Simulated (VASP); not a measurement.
# AlSi2B4 in VASP: a series of runs

AlSi2B4 is run at these levels: PBE; tasks: relaxation of cell and atoms, single point.

All numbers are computed with VASP 6.6.1; they aren't measurements. Logs are shortened: lines on timing, memory, paths and dates and some standing lists are left out, and cuts for length are marked.

## (1) The cell of the first run

The structure is monoclinic, space group C2/m (No. 12). The conventional cell has a = 6.313 Å, b = 6.346 Å, c = 4.697 Å, α = 90.00°, β = 131.33°, γ = 90.00°. Al (site symmetry 2/m) has 12 B at 2.24 to 2.86 Å and 2 Si at 2.42 Å within 3.0 Å. Si (site symmetry m) has 1 Si at 2.21 Å and 8 B at 2.32 to 2.50 Å and 1 Al at 2.42 Å within 2.9 Å. B (site symmetry -1) has 2 B at 1.76 Å and 2 Al at 2.24 Å within 2.3 Å. B (site symmetry 2) has 2 B at 1.76 Å and 4 Si at 2.32 to 2.35 Å within 2.4 Å.

The cell was generated, and may not be a known phase.

## (2) Relaxation of cell and atoms, PBE

Contents of INCAR:

```
SYSTEM = AlSi2B4
PREC = Accurate
ENCUT = 600
EDIFF = 1E-6
ISMEAR = 0
SIGMA = 0.1
LREAL = .FALSE.
LASPH = .TRUE.
NELM = 60
ALGO = Normal
ISIF = 3
LWAVE = .FALSE.
LCHARG = .FALSE.
GGA = PE
IBRION = 2
NSW = 90
EDIFFG = -0.04
```

Contents of KPOINTS:

```
Automatic mesh
0
G
  4 4 6
  0 0 0
```

Contents of POSCAR:

```
AlSi2B4
1.0
    3.1562746223     -3.1728205469      0.0000000000
    3.1562746223      3.1728205469      0.0000000000
   -3.1020932181      0.0000000000      3.5275300828
Al Si B
1 2 4
Direct
    0.0000000000      0.0000000000      0.0000000000
    0.6542895900      0.6542895900      0.3129248095
    0.3457104100      0.3457104100      0.6870751905
    0.0000000000      0.5000000000      0.0000000000
    0.2502987870      0.7497012130      0.5000000000
    0.5000000000      0.0000000000      0.0000000000
    0.7497012130      0.2502987870      0.5000000000
```

Potentials or basis: VASP PAW PBE potentials, release 64 (Al, Si, B).

Run with:

```sh
> cat potpaw_PBE.64/Al/POTCAR potpaw_PBE.64/Si/POTCAR potpaw_PBE.64/B/POTCAR > POTCAR
> mpirun -np 1 vasp_std > vasp.out
```

OUTCAR:

```text
SYSTEM = AlSi2B4
   PREC = Accurate
   ENCUT = 600
   EDIFF = 1E-6
   ISMEAR = 0
   LREAL = .FALSE.
   LASPH = .TRUE.
   NELM = 60
   ISIF = 3
   GGA = PE
   IBRION = 2
   NSW = 90
   EDIFFG = -0.04

 ion  position               nearest neighbor table
   1  0.000  0.000  0.000-   4 2.24   6 2.24   4 2.24   6 2.24   3 2.42   2 2.42
   2  0.654  0.654  0.313-   3 2.21   7 2.32   5 2.32   7 2.35   5 2.35   1 2.42   4 2.49   6 2.49
                             6 2.50   4 2.50
   3  0.346  0.346  0.687-   2 2.21   5 2.32   7 2.32   5 2.35   7 2.35   1 2.42   4 2.49   6 2.49
                             4 2.50   6 2.50
   4  0.000  0.500  0.000-   5 1.76   7 1.76   1 2.24   1 2.24   3 2.49   2 2.49   2 2.50   3 2.50

   5  0.250  0.750  0.500-   6 1.76   4 1.76   2 2.32   3 2.32   3 2.35   2 2.35
   6  0.500  0.000  0.000-   7 1.76   5 1.76   1 2.24   1 2.24   3 2.49   2 2.49   3 2.50   2 2.50

   7  0.750  0.250  0.500-   4 1.76   6 1.76   2 2.32   3 2.32   3 2.35   2 2.35

  LATTYP: Found a base centered monoclinic cell.
 ALAT       =     6.3125492446
 B/A-ratio  =     1.0052422322
 C/A-ratio  =     0.7441516760
 COS(beta)  =    -0.6603719243

  Lattice vectors:

 A1 = (   3.1562746223,  -3.1728205469,   0.0000000000)
 A2 = (   3.1562746223,   3.1728205469,   0.0000000000)
 A3 = (  -3.1020932181,   0.0000000000,   3.5275300828)

Analysis of symmetry for initial positions (statically):
=====================================================================
 Subroutine PRICEL returns:
 Original cell was already a primitive cell.

 Routine SETGRP: Setting up the symmetry group for a
 base centered monoclinic supercell.

 Subroutine GETGRP returns: Found  4 space group operations
 (whereof  4 operations were pure point group operations)
 out of a pool of  4 trial point group operations.

The static configuration has the point symmetry C_2h.

Analysis of symmetry for dynamics (positions and initial velocities):
=====================================================================
 Subroutine PRICEL returns:
 Original cell was already a primitive cell.

 Routine SETGRP: Setting up the symmetry group for a
 base centered monoclinic supercell.

 Subroutine GETGRP returns: Found  4 space group operations
 (whereof  4 operations were pure point group operations)
 out of a pool of  4 trial point group operations.

The dynamic configuration has the point symmetry C_2h.

 Subroutine INISYM returns: Found  4 space group operations
 (whereof  4 operations are pure point group operations),
 and found     1 'primitive' translations

----------------------------------------------------------------------------------------

                                     Primitive cell

  volume of cell :      70.6514

  direct lattice vectors                    reciprocal lattice vectors
     3.156274622 -3.172820547  0.000000000     0.158414606 -0.157588490  0.139309053
     3.156274622  3.172820547  0.000000000     0.158414606  0.157588490  0.139309053
    -3.102093218  0.000000000  3.527530083     0.000000000  0.000000000  0.283484471

  length of vectors
     4.475361406  4.475361406  4.697494100     0.263317929  0.263317929  0.283484471

  position of ions in fractional coordinates (direct lattice)
     0.000000000  0.000000000  0.000000000
     0.654289590  0.654289590  0.312924809
     0.345710410  0.345710410  0.687075191
     0.000000000  0.500000000  0.000000000
     0.250298787  0.749701213  0.500000000
     0.500000000  0.000000000  0.000000000
     0.749701213  0.250298787  0.500000000

  ion indices of the primitive-cell ions
   primitive index   ion index
                 1           1
                 2           2
                 3           3
                 4           4
                 5           5
                 6           6
                 7           7

----------------------------------------------------------------------------------------

 KPOINTS: Automatic mesh

Automatic generation of k-mesh.
 Grid dimensions read from file:
 generate k-points for:    4    4    6

 Generating k-lattice:

  Cartesian coordinates                     Fractional coordinates (reciprocal lattice)
     0.039603651 -0.039397123  0.034827263     0.250000000  0.000000000  0.000000000
     0.039603651  0.039397123  0.034827263     0.000000000  0.250000000  0.000000000
     0.000000000  0.000000000  0.047247412     0.000000000  0.000000000  0.166666667

  Length of vectors
     0.065829482  0.065829482  0.047247412

  Shift w.r.t. Gamma in fractional coordinates (k-lattice)
     0.000000000  0.000000000  0.000000000

 Subroutine IBZKPT returns following result:
 ===========================================

 Found     34 irreducible k-points:

 Following reciprocal coordinates:
            Coordinates               Weight
  0.000000  0.000000  0.000000      1.000000
  0.250000  0.000000  0.000000      4.000000
  0.500000  0.000000  0.000000      2.000000
  0.250000  0.250000  0.000000      2.000000
  0.500000  0.250000  0.000000      4.000000
 -0.250000  0.250000  0.000000      2.000000
[... 16 lines left out ...]
  0.500000  0.250000  0.333333      4.000000
 -0.250000  0.250000  0.333333      4.000000
 [... further k-points ...]
   k-points           NKPTS =     34   k-points in BZ     NKDIM =     34   number of bands    NBANDS=     15
   number of dos      NEDOS =    301   number of ions     NIONS =      7
   total plane-waves  NPLWV =  51840
   dimension x,y,z NGX =    36 NGY =   36 NGZ =   40
   dimension x,y,z NGXF=    72 NGYF=   72 NGZF=   80
   ions per type =               1   2   4
   NGX,Y,Z   is equivalent  to a cutoff of  13.37, 13.37, 14.16 a.u.
   NGXF,Y,Z  is equivalent  to a cutoff of  26.75, 26.75, 28.31 a.u.
 SYSTEM =  AlSi2B4
   PREC   = accura    normal or accurate (medium, high low for compatibility)
   ISTART =      0    job   : 0-new  1-cont  2-samecut
   ICHARG =      2    charge: 1-file 2-atom 10-const
   ISPIN  =      1    spin polarized calculation?
   LNONCOLLINEAR =      F non collinear calculations
   LSORBIT =      F    spin-orbit coupling
   LASPH  =      T    aspherical Exc in radial PAW
   ENCUT  =  600.0 eV  44.10 Ry    6.64 a.u.   8.94  8.94  9.38*2*pi/ulx,y,z
   NELM   =     60;   NELMIN=  2; NELMDL= -5     # of ELM steps
   EDIFF  = 0.1E-05   stopping-criterion for ELM
   LREAL  =      F    real-space projection
   EDIFFG = -.4E-01   stopping-criterion for IOM
   NSW    =     90    number of steps for IOM
   IBRION =      2    ionic relax: 0-MD 1-quasi-New 2-CG
   NFREE  =      1    steps in history (QN), initial steepest desc. (CG)
   ISIF   =      3    stress and relaxation
   ISYM   =      2    0-nonsym 1-usesym 2-fastsym
   POTIM  = 0.5000    time-step for ionic-motion
   TEBEG  =    0.0;   TEEND  =   0.0 temperature during run
   PSTRESS=    0.0 pullay stress
   NELECT =      23.0000    total number of electrons
   NUPDOWN=      -1.0000    fix difference up-down
   EMIN   =  10.00;   EMAX   =-10.00  energy-range for DOS
   EFERMI =   0.00;   METHOD = LEGACY
   ISMEAR =     0;   SIGMA  =   0.10  broadening in eV -4-tet -1-fermi 0-gaus
   EFERMI_NEDOS =   21; number of points for ismear=-14 and -15
   IALGO  =     38    algorithm
   IMIX   =      4    mixing-type and parameters
     AMIX     =   0.40;   BMIX     =  1.00
     AMIX_MAG =   1.60;   BMIX_MAG =  1.00
  volume/ion in A,a.u.               =      10.09        68.11
  Fermi-wavevector in a.u.,A,eV,Ry     =   1.126187  2.128184 17.256225  1.268297
  Thomas-Fermi vector in A             =   2.262867
   LORBIT       =      0    0 simple, 1 ext, 2 COOP (PROOUT), +10 PAW based schemes
   GGA     = PE    functional components
   LHFCALC =     F    Hartree Fock is set to
   AEXX    =    0.0000 exact exchange contribution
   IVDW    =     0    specifies the selected vdW correction
   LEPSILON=     F    determine dielectric tensor
   LRPA    =     F    only Hartree local field effects (RPA)
 conjugate gradient relaxation of ions
 non-spin polarized calculation
 Gauss-broadening in eV      SIGMA  =   0.10
  energy-cutoff  :      600.00
  volume of cell :       70.65
 maximum number of plane-waves:      2382
   NGX = 17   NGY = 17   NGZ = 19

--------------------------------------- Ionic step        1  -------------------------------------------

 number of electron      23.0000000 magnetization

 Free energy of the ion-electron system (eV)
  ---------------------------------------------------
  ext. energy  EPLUGINS =         0.00000000
  ---------------------------------------------------
  free energy    TOTEN  =       -36.96777713 eV

  energy without entropy =      -36.96129751  energy(sigma->0) =      -36.96453732

------------------------ aborting loop because EDIFF is reached ----------------------------------------

  FORCE on cell =-STRESS in cart. coord.  units (eV):
  Direction    XX          YY          ZZ          XY          YZ          ZX
  --------------------------------------------------------------------------------------
  -------------------------------------------------------------------------------------
  Total       -0.1463810     -0.6695741      0.9816194      0.0000000      0.0000000     -0.2885577
  in kB       -3.3195112    -15.1840707     22.2603856      0.0000000      0.0000000     -6.5436821
  external PRESSURE =       1.2522679 kB  Pullay stress =       0.0000000 kB
[... 108 lines left out ...]
  energy  without entropy=      -36.9678922136  energy(sigma->0) =      -36.97032506

--------------------------------------- Ionic step        4  -------------------------------------------

 number of electron      23.0000000 magnetization

 Free energy of the ion-electron system (eV)
  ---------------------------------------------------
  ext. energy  EPLUGINS =         0.00000000
  ---------------------------------------------------
  free energy    TOTEN  =       -36.97352384 eV

  energy without entropy =      -36.96856707  energy(sigma->0) =      -36.97104546

 E-fermi :   9.1715     XC(G=0): -11.4986

 val. band max:        9.1086437283   @ k =   0.5000   0.5000   0.0000
 cond. band min:       9.2150996274   @ k =  -0.2500   0.2500   0.5000
 fundamental gap:      0.1064558991
 Fermi energy:         9.1715052979

 k-point     1 :       0.0000    0.0000    0.0000
  band No.  band energies     occupation
      1      -5.9420      2.00000
      2       1.5594      2.00000
      3       1.5764      2.00000
      4       2.6660      2.00000
      5       3.4464      2.00000
      6       3.8177      2.00000
      7       3.8220      2.00000
      8       3.8777      2.00000
      9       3.8888      2.00000
     10       4.0991      2.00000
     11       5.9131      2.00000
     12       5.9305      2.00000
     13       5.9516      2.00000
     14       8.5291      2.00000
     15      11.7710      0.00000
[... 397 lines left out ...]
 k-point    24 :      -0.2500    0.2500    0.3333
  band No.  band energies     occupation
      1      -4.0131      2.00000
      2      -1.7320      2.00000
      3      -1.4079      2.00000
      4      -0.2891      2.00000
      5       2.6379      2.00000
      6       3.5107      2.00000
      7       4.4961      2.00000
      8       5.4241      2.00000
      9       5.9271      2.00000
     10       6.5915      2.00000
     11       7.6445      2.00000
     12       9.8432      0.00000
     13      10.3369      0.00000
     14      11.0890      0.00000
     15      11.6435      0.00000

 [... further k-points ...]

------------------------ aborting loop because EDIFF is reached ----------------------------------------

  FORCE on cell =-STRESS in cart. coord.  units (eV):
  Direction    XX          YY          ZZ          XY          YZ          ZX
  --------------------------------------------------------------------------------------
  -------------------------------------------------------------------------------------
  Total        0.0152695      0.0461819      0.0080040      0.0000000      0.0000000      0.0668693
  in kB        0.3475604      1.0511828      0.1821858      0.0000000      0.0000000      1.5220634
  external PRESSURE =       0.5269763 kB  Pullay stress =       0.0000000 kB
[... 22 lines left out ...]
  FREE ENERGIE OF THE ION-ELECTRON SYSTEM (eV)
  ---------------------------------------------------
  free  energy   TOTEN  =       -36.9735238371 eV

  energy  without entropy=      -36.9685670729  energy(sigma->0) =      -36.97104546

 reached required accuracy - stopping structural energy minimisation
```

Wall time 2.6 min (1 thread of Intel Xeon 8259CL, shared host); peak memory 0.24 GiB.

What came out:

```
Free energy                           : -36.9735 eV
Relaxed volume                        : 10.06 Å³/atom
Relaxed cell                          : a = 4.455 Å, b = 4.455 Å, c = 4.716 Å, α = 117.76°, β = 117.76°, γ = 90.06°
Space group after relaxing (to 0.1 Å) : I4/mmm (No. 139)
Energy gained by relaxing             : 0.8 meV/atom
Ionic steps                           : 4
Pressure after relaxing               : 0.1 GPa
Largest force after relaxing          : 0.022 eV/Å
Band gap on the k mesh                : zero (an odd number of electrons rules out a gap without spin polarisation)
```

Forces in eV/Å, atoms in the order of the input:
```
Al   0.000  0.000  0.000
Si   0.005  0.000  0.022
Si  -0.005  0.000 -0.022
B    0.000  0.000  0.000
B    0.000 -0.011  0.000
B    0.000  0.000  0.000
B    0.000  0.011  0.000
```

Stress tensor (GPa, compression positive):
```
0.03 0.00 0.15
0.00 0.11 0.00
0.15 0.00 0.02
```

The path:
```
step  energy change (eV)  largest force (eV/Å)  pressure (GPa)  volume (Å³)
   1              0.0000                0.0801            0.13        70.65
   2             -0.0048                0.1055           -0.67        70.73
   3             -0.0050                0.0744           -0.55        70.72
   4             -0.0057                0.0225            0.05        70.39
```

Final structure:
```
Al Si B
1.0
     3.14855   -3.15159   -0.00617
     3.14855    3.15159   -0.00617
    -3.10139    0.00000    3.55286
Al Si B
1 2 4
Direct
  0.00000 0.00000 0.00000
  0.65428 0.65428 0.31302
  0.34572 0.34572 0.68698
  0.00000 0.50000 0.00000
  0.25073 0.74927 0.50000
  0.50000 0.00000 0.00000
  0.74927 0.25073 0.50000
```

Levels at points of the mesh, in eV from the Fermi level:
```csv
k point,band 8,band 9,band 10,band 11,band 12,band 13,band 14,band 15
"(0.00, 0.00, 0.00)",-5.29,-5.28,-5.07,-3.26,-3.24,-3.22,-0.64,2.60
"(0.50, 0.00, 0.00)",-5.36,-3.18,-1.81,-0.77,0.13,0.32,0.66,2.78
"(0.50, 0.50, 0.00)",-1.68,-1.56,-0.06,1.01,1.07,1.08,2.04,2.14
"(0.00, 0.00, 0.50)",-1.27,-1.06,-1.04,-0.63,-0.59,-0.40,1.58,1.58
"(0.50, 0.00, 0.50)",-5.34,-3.11,-1.77,-0.67,0.19,0.29,0.50,2.92
"(0.50, 0.50, 0.50)",-1.67,-1.57,-0.07,1.03,1.07,1.07,2.03,2.12
```

## (3) Single point, PBE

This run uses another cell than the first one, of 10.13 Å³/atom.

Contents of INCAR:

```
PREC = Accurate
ENCUT = 520
EDIFF = 1E-6
ISMEAR = 0
SIGMA = 0.1
LREAL = F
LASPH = T
NELM = 100
ALGO = Normal
ISIF = 2
LWAVE = F
LCHARG = F
GGA = PE
NBANDS = 20
```

Contents of KPOINTS:

```
regular mesh
0
Gamma
  12 12 12
```

Contents of POSCAR:

```
AlSi2B4
1.0
   -2.2460717796      2.2460717796      3.5149011970
    2.2460717796     -2.2460717796      3.5149011970
    2.2460717796      2.2460717796     -3.5149011970
Al Si B
1 2 4
Direct
    0.0000000000      0.0000000000      0.0000000000
    0.6566646084      0.6566646084      0.0000000000
    0.3433353916      0.3433353916      0.0000000000
    0.5000000000      0.0000000000      0.5000000000
    0.7500000000      0.2500000000      0.5000000000
    0.0000000000      0.5000000000      0.5000000000
    0.2500000000      0.7500000000      0.5000000000
```

Potentials or basis: VASP PAW PBE potentials, release 64 (Al, Si, B).

Run with:

```sh
> cat potpaw_PBE.64/Al/POTCAR potpaw_PBE.64/Si/POTCAR potpaw_PBE.64/B/POTCAR > POTCAR
> mpirun -np 1 vasp_std > vasp.out
```

It took 5.3 min on 1 thread of Intel Xeon 8259CL, shared host; peak memory 0.35 GiB.

It converged, with:

```
Free energy            : -37.0166 eV
Pressure               : -0.1 GPa
Largest force          : 0.018 eV/Å
Band gap on the k mesh : zero (an odd number of electrons rules out a gap without spin polarisation)
```

Forces on the atoms (eV/Å):
```
Al   0.000  0.000  0.000
Si   0.000  0.000 -0.018
Si   0.000  0.000  0.018
B    0.000  0.000  0.000
B    0.000  0.000  0.000
B    0.000  0.000  0.000
B    0.000  0.000  0.000
```

Levels at points of the mesh, in eV from the Fermi level:
```
           k point  band 10  band 11  band 12  band 13  band 14  band 15
(0.00, 0.00, 0.00)    -5.00    -3.17    -3.17    -2.98    -0.66     2.69
(0.50, 0.00, 0.00)    -1.61    -0.44     0.31     0.42     0.59     3.25
(0.50, 0.50, 0.00)     0.37     1.17     1.18     1.33     2.00     2.06
(0.50, 0.50, 0.50)    -0.92    -0.52    -0.46    -0.46     1.98     1.98
```

The gap in the log of VASP goes by the Fermi energy; the results here count the filled bands.